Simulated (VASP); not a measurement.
Runs of VASP 6.6.1 on Ru. The structure is that of space group P6_3/mmc (No. 194), or close to it. The cells are those of the table. 

| cell | further INCAR settings | gap on the mesh (eV) | pressure (GPa) |
| --- | --- | --- | --- |
| a = 2.621, b = 2.621, c = 4.563 Å, angles 90.0, 90.0, 120.0°, 2 atoms | ALGO = Fast; EDIFF = 1e-07; NBANDS = 21 | none | 7.0 |
| a = 2.743, b = 2.743, c = 4.167 Å, angles 90.0, 90.0, 120.0°, 2 atoms | ALGO = Fast; EDIFF = 1e-06; NBANDS = 21 | none | 5.6 |
| a = 2.856, b = 2.856, c = 3.842 Å, angles 90.0, 90.0, 120.0°, 2 atoms | ALGO = Fast; EDIFF = 1e-06; NBANDS = 21 | none | 15.2 |
| a = 2.546, b = 2.546, c = 4.835 Å, angles 90.0, 90.0, 120.0°, 2 atoms | ALGO = Fast; EDIFF = 1e-06; NBANDS = 21 | none | (b) |
| a = 2.662, b = 2.662, c = 4.423 Å, angles 90.0, 90.0, 120.0°, 2 atoms | ALGO = Fast; EDIFF = 1e-06; NBANDS = 21 | none | (a) |
| a = 2.915, b = 2.915, c = 3.690 Å, angles 90.0, 90.0, 120.0°, 2 atoms | ALGO = Fast; EDIFF = 1e-06; NBANDS = 21 | none | 22.2 |
| a = 2.782, b = 2.782, c = 4.050 Å, angles 90.0, 90.0, 120.0°, 2 atoms | ALGO = Fast; EDIFF = 1e-06; NBANDS = 21 | none | 8.0 |

Alike in all rows: task single point; level PBE; potentials or basis VASP PAW PBE potentials, release 64 (Ru_pv); no spin polarisation; k mesh 24 × 24 × 12; cutoff (eV) 520; smearing gaussian 0.15 eV.

Question: Fill in the values left out.

Answer: (a) 4.8; (b) 16.3.

A k mesh can miss the band edges, and the runs leave out spin-orbit coupling on Ru.

A gap of «none» marks levels without a gap at the run's occupations.
